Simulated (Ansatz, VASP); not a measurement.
One calculation of NaF, two programs

The input INCAR:

```
SYSTEM = NaF
  ALGO = Normal
  EDIFF = 1E-7
  ENCUT = 520
  GGA = PE
  ISIF = 2
  ISMEAR = -1
  LASPH = .True.
  LCHARG = .True.
  LELF = .True.
  LREAL = .False.
  LVHAR = .True.
  LWAVE = .False.
  NBANDS = 14
  NELM = 80
  PREC = Accurate
  SIGMA = 0.02
```

Contents of KPOINTS:

```
k-points
0
Gamma
  10 10 10
  0 0 0
```

POSCAR

```
NaF
1.0
   -0.0174247500      2.3233000000      2.3233000000
    2.3233000000     -0.0174247500      2.3233000000
    2.3058752500      2.3058752500      0.0000000000
Na F
1 1
Direct
    0.0000000000      0.0000000000      0.0000000000
    0.5000000000      0.5000000000      0.5000000000
```

Input for Ansatz:

```yaml
crystal:
  lattice:
    - [-0.01742475, 2.3233, 2.3233]
    - [2.3233, -0.01742475, 2.3233]
    - [2.30587525, 2.30587525, 0.0]
  atoms:
    - { symbol: Na, position: [0.0, 0.0, 0.0] }
    - { symbol: F, position: [0.5, 0.5, 0.5] }
kpoints:
  mp_grid: { grid: [10, 10, 10] }
scf:
  occupations: { method: fermi_dirac, width: 0.02 }
hamiltonian:
  xc: pbe
  pseudopotentials: { kind: all_electron, lapw: { basis_error: 0.0005 } }
output:
  forces: true
  stress: true
  eigenvalues: true
```

Change from the starting cell: xy shear strain of -1.5 %.

Alike in both runs: task single point; functional PBE; k mesh 10 × 10 × 10; occupations fermi-dirac, width 0.02 eV; no spin polarisation.

|  | VASP | Ansatz |
| --- | --- | --- |
| version | VASP 6.6.1 | Ansatz 0.2.0 |
| potentials or method | VASP PAW PBE potentials, release 64 (Na_pv, F), cutoff 520 eV | all-electron LAPW, scalar-relativistic |

|  | VASP | Ansatz | Ansatz less VASP |
| --- | --- | --- | --- |
| gap on the k mesh at the Fermi level (eV) | 6.23 | 6.25 | +0.011 |
| pressure (GPa) | 1.6 | 1.7 | +0.13 |
| traceless stress, the component that is largest in VASP (GPa) | 0.40 | 0.40 | +0.002 |

Ansatz ran all-electron here, and VASP with PAW potentials.
